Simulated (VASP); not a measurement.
Set up this calculation in VASP 6.6.1, as the native input.

```yaml
Task: single point
Functional: PBE
Potentials_or_basis: VASP PAW PBE potentials, release 64 (Pb_d, Te)
Cutoff: 520 eV
k_mesh: 8 × 8 × 8
Occupations: fermi-dirac, width 0.02 eV
Spin: no spin polarisation
Dipole_correction: no
Further_INCAR_settings: ALGO = Normal; EDIFF = 1e-06; NBANDS = 17
```

The structure of TePb lies in POSCAR:

```
TePb
1.0
    0.0000000000      3.2678368488      3.3331935858
    3.2678368488      0.0000000000      3.3331935858
    3.2678368488      3.2678368488      0.0000000000
Pb Te
1 1
Direct
    0.0000000000      0.0000000000      0.0000000000
    0.5000000000      0.5000000000      0.5000000000
```

This cell differs from its parent crystal: uniaxial z strain +2.0%.

One way to write it, as run:

INCAR

```
SYSTEM = TePb
ALGO     = Normal         ! electronic algorithm
EDIFF    = 1E-6           ! SCF threshold, eV
ENCUT    = 520            ! plane-wave cutoff, eV
GGA      = PE             ! functional
ISIF     = 2              ! what is computed and relaxed
ISMEAR   = -1             ! smearing method
LASPH    = .True.         ! aspherical terms in the spheres
LCHARG   = .False.        ! write CHGCAR
LREAL    = .False.        ! projectors in reciprocal space
LWAVE    = .False.        ! write WAVECAR
NBANDS   = 17             ! bands
NELM     = 60             ! most SCF steps
PREC     = Accurate       ! precision mode
SIGMA    = 0.02           ! smearing width, eV
```

KPOINTS

```
k-points
0
Gamma
  8 8 8
  0 0 0
```

Potentials or basis: VASP PAW PBE potentials, release 64 (Pb_d, Te).

Launch:

```bash
$ cat potpaw_PBE.64/Pb_d/POTCAR potpaw_PBE.64/Te/POTCAR > POTCAR
$ mpirun -np 1 vasp_std > vasp.out
```

It gave:

The pressure is -0.2 GPa and the band gap on the k mesh is 0.82 eV.

Caveat: the cell differs from its parent crystal (uniaxial z strain +2.0%); spin-orbit coupling is left out, which moves the levels of the heavy elements.

Run time: 43 s on 1 thread of Intel(R) Xeon(R) Platinum 8488C (Sapphire Rapids), on a shared host, peak memory 0.24 GiB.
